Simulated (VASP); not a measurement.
# SnSe (Fm-3m) in VASP: settings compared, part 2 of 3

VASP 6.6.1. Earlier steps stand in the parts before.

**3. Single point, PBE+D3(BJ)**

This run uses another cell than the first one, of 27.27 Å³/atom, 1.020 times its volume.

INCAR

```
PREC     = Accurate       # precision mode
ENCUT    = 520            # plane-wave cutoff, eV
EDIFF    = 1E-6           # SCF threshold, eV
ISMEAR   = -1             # smearing method
SIGMA    = 0.05           # smearing width, eV
LREAL    = F              # projectors in reciprocal space
LASPH    = T              # aspherical terms in the spheres
NELM     = 80             # most SCF steps
ALGO     = Normal         # electronic algorithm
ISIF     = 2              # what is computed and relaxed
LWAVE    = F              # write WAVECAR
LCHARG   = F              # write CHGCAR
GGA      = PE             # functional
IVDW     = 12             # dispersion correction
NBANDS   = 17             # bands
```

KPOINTS

```
Automatic mesh
0
Gamma
  8 8 8
```

POSCAR

```
SnSe
1.0
    0.0000000000      3.0100000000      3.0100000000
    3.0100000000      0.0000000000      3.0100000000
    3.0100000000      3.0100000000      0.0000000000
Sn Se
1 1
Direct
    0.0000000000      0.0000000000      0.0000000000
    0.5000000000      0.5000000000      0.5000000000
```

Potentials or basis: VASP PAW PBE potentials, release 64 (Sn_d, Se).

Started as:

```
$ cat potpaw_PBE.64/Sn_d/POTCAR potpaw_PBE.64/Se/POTCAR > POTCAR
$ mpirun -np 1 vasp_std > vasp.out
```

OUTCAR:

```text
PREC = Accurate
   ENCUT = 520
   EDIFF = 1E-6
   ISMEAR = -1
   LREAL = F
   LASPH = T
   NELM = 80
   ISIF = 2
   GGA = PE
   IVDW = 12
 IVDW          = 12

 ion  position               nearest neighbor table
   1  0.000  0.000  0.000-   2 3.01   2 3.01   2 3.01   2 3.01   2 3.01   2 3.01
   2  0.500  0.500  0.500-   1 3.01   1 3.01   1 3.01   1 3.01   1 3.01   1 3.01

  LATTYP: Found a face centered cubic cell.
 ALAT       =     6.0200000000

  Lattice vectors:

 A1 = (   0.0000000000,   3.0100000000,   3.0100000000)
 A2 = (   3.0100000000,   0.0000000000,   3.0100000000)
 A3 = (   3.0100000000,   3.0100000000,   0.0000000000)

Analysis of symmetry for initial positions (statically):
=====================================================================
 Subroutine PRICEL returns:
 Original cell was already a primitive cell.

 Routine SETGRP: Setting up the symmetry group for a
 face centered cubic supercell.

 Subroutine GETGRP returns: Found 48 space group operations
[... 9 lines left out ...]

 Routine SETGRP: Setting up the symmetry group for a
 face centered cubic supercell.

 Subroutine GETGRP returns: Found 48 space group operations
[... 11 lines left out ...]
                                     Primitive cell

  volume of cell :      54.5418

  direct lattice vectors                    reciprocal lattice vectors
     0.000000000  3.010000000  3.010000000    -0.166112957  0.166112957  0.166112957
     3.010000000  0.000000000  3.010000000     0.166112957 -0.166112957  0.166112957
     3.010000000  3.010000000  0.000000000     0.166112957  0.166112957 -0.166112957

  length of vectors
     4.256782823  4.256782823  4.256782823     0.287716081  0.287716081  0.287716081

  position of ions in fractional coordinates (direct lattice)
     0.000000000  0.000000000  0.000000000
     0.500000000  0.500000000  0.500000000

  ion indices of the primitive-cell ions
   primitive index   ion index
                 1           1
                 2           2

[... 87 lines left out ...]
   EFERMI_NEDOS =   21; number of points for ismear=-14 and -15
   IALGO  =     38    algorithm
   IMIX   =      4    mixing-type and parameters
     AMIX     =   0.40;   BMIX     =  1.00
     AMIX_MAG =   1.60;   BMIX_MAG =  1.00
  volume/ion in A,a.u.               =      27.27       184.03
  Fermi-wavevector in a.u.,A,eV,Ry     =   1.171768  2.214321 18.681350  1.373040
  Thomas-Fermi vector in A             =   2.308207
   LORBIT       =      0    0 simple, 1 ext, 2 COOP (PROOUT), +10 PAW based schemes
   GGA     = PE    functional components
   LHFCALC =     F    Hartree Fock is set to
   AEXX    =    0.0000 exact exchange contribution
   IVDW    =    12    specifies the selected vdW correction
   LEPSILON=     F    determine dielectric tensor
   LRPA    =     F    only Hartree local field effects (RPA)
 non-spin polarized calculation
  energy-cutoff  :      520.00
  volume of cell :       54.54
 maximum number of plane-waves:      1480
   NGX = 15   NGY = 15   NGZ = 15

 number of electron      20.0000005 magnetization

 Free energy of the ion-electron system (eV)
  ---------------------------------------------------
  ext. energy  EPLUGINS =         0.00000000
  ---------------------------------------------------
  free energy    TOTEN  =        -8.21895250 eV

  energy without entropy =       -8.21890292  energy(sigma->0) =       -8.21892771

 E-fermi :   5.8609     XC(G=0):  -9.5995

 val. band max:        5.5840936561   @ k =   0.5000   0.0000   0.0000
 cond. band min:       6.1660679620   @ k =   0.5000   0.0000   0.0000
 fundamental gap:      0.5819743059
 Fermi energy:         5.8608567396

 k-point     1 :       0.0000    0.0000    0.0000
  band No.  band energies     occupation
      1     -16.0186      2.00000
      2     -16.0186      2.00000
      3     -16.0186      2.00000
      4     -16.0164      2.00000
      5     -16.0164      2.00000
      6      -8.2797      2.00000
[... 457 lines left out ...]
      4     -16.0097      2.00000
      5     -16.0045      2.00000
      6      -7.2023      2.00000
[... 9 lines left out ...]
     16      16.3816      0.00000
     17      16.4645      0.00000

 [... further k-points ...]

------------------------ aborting loop because EDIFF is reached ----------------------------------------

 Edisp (eV)   -0.70660

 E8    (eV) :    -0.3185

  FORCE on cell =-STRESS in cart. coord.  units (eV):
  Direction    XX          YY          ZZ          XY          YZ          ZX
  --------------------------------------------------------------------------------------
  -------------------------------------------------------------------------------------
  Total      -0.41790    -0.41790    -0.41790    -0.00000     0.00000     0.00000
  in kB     -12.27577   -12.27577   -12.27577    -0.00000     0.00000     0.00000
  external pressure =      -12.28 kB  Pullay stress =        0.00 kB

 VOLUME and BASIS-vectors are now :
 -----------------------------------------------------------------------------
  energy-cutoff  :      520.00
  volume of cell :       54.54
      direct lattice vectors                 reciprocal lattice vectors
     0.000000000  3.010000000  3.010000000    -0.166112957  0.166112957  0.166112957
     3.010000000  0.000000000  3.010000000     0.166112957 -0.166112957  0.166112957
     3.010000000  3.010000000  0.000000000     0.166112957  0.166112957 -0.166112957

 POSITION                                       TOTAL-FORCE (eV/Angst)
 -----------------------------------------------------------------------------------
      0.00000      0.00000      0.00000         0.000000      0.000000      0.000000
      3.01000      3.01000      3.01000        -0.000000     -0.000000     -0.000000
 -----------------------------------------------------------------------------------
    total drift:                                0.000000     -0.000000     -0.000000

  FREE ENERGIE OF THE ION-ELECTRON SYSTEM (eV)
  ---------------------------------------------------
  free  energy   TOTEN  =        -8.9255478382 eV

  energy  without entropy=       -8.9254982600  energy(sigma->0) =       -8.92552305
```

OSZICAR:

```text
N       E                     dE             d eps       ncg     rms          rms(c)
DAV:   1     0.130777499752E+03    0.13078E+03   -0.99267E+03  1003   0.144E+03
DAV:   2     0.402482211681E+01   -0.12675E+03   -0.12290E+03  1042   0.340E+02
DAV:   3    -0.810771553132E+01   -0.12133E+02   -0.12043E+02  1228   0.922E+01
DAV:   4    -0.839406265894E+01   -0.28635E+00   -0.28613E+00  1156   0.151E+01
DAV:   5    -0.840228053009E+01   -0.82179E-02   -0.82176E-02  1420   0.254E+00    0.307E+00
DAV:   6    -0.821790631624E+01    0.18437E+00   -0.45407E-01  1406   0.387E+00    0.183E+00
DAV:   7    -0.821689621701E+01    0.10101E-02   -0.84143E-02  1136   0.128E+00    0.910E-01
DAV:   8    -0.821908337439E+01   -0.21872E-02   -0.90203E-03  1191   0.830E-01    0.116E-01
DAV:   9    -0.821887646066E+01    0.20691E-03   -0.15149E-03  1410   0.312E-01    0.520E-02
DAV:  10    -0.821894636022E+01   -0.69900E-04   -0.18128E-04  1143   0.755E-02    0.119E-02
DAV:  11    -0.821895217366E+01   -0.58134E-05   -0.18063E-05  1261   0.364E-02    0.274E-03
DAV:  12    -0.821895250057E+01   -0.32692E-06   -0.12917E-06  1044   0.119E-02
   1 F= -.89255478E+01 E0= -.89255230E+01  d E =-.495783E-04
```

stdout:

```text
POSCAR found type information on POSCAR SnSe
 POSCAR found :  2 types and       2 ions
 scaLAPACK will be used
 LDA part: xc-table for (Slater+PW92), standard interpolation
 POSCAR, INCAR and KPOINTS ok, starting setup
 FFT: planning ... GRIDC
 FFT: planning ... GRID_SOFT
 FFT: planning ... GRID
 WAVECAR not read
 entering main loop
```

Wall time 40 s (1 thread of AMD EPYC 7R13, shared host); peak memory 0.17 GiB.

What came out:

| Quantity | Value |
| --- | --- |
| Free energy | -8.9255 eV |
| Pressure | -1.2 GPa |
| Band gap on the k mesh | 0.58 eV, direct |
| Dispersion energy per atom | -0.353 eV |

Levels at points of the mesh, in eV from the valence-band top:
```
           k point  band 7  band 8  band 9  band 10  band 11  band 12  band 13  band 14
(0.00, 0.00, 0.00)   -5.06   -2.19   -2.19    -2.19     4.32     4.32     4.32     5.87
(0.50, 0.00, 0.00)   -8.04   -1.94   -1.94     0.00     0.58     1.25     1.25     8.25
(0.50, 0.50, 0.00)   -6.00   -5.46   -3.63    -3.63     3.03     5.35     5.35     5.97
```

Caveat: three body term missing; spin-orbit coupling is left out, which moves the levels of the heavy elements. A k mesh can miss the band edges.

[end of part 2 of 3]
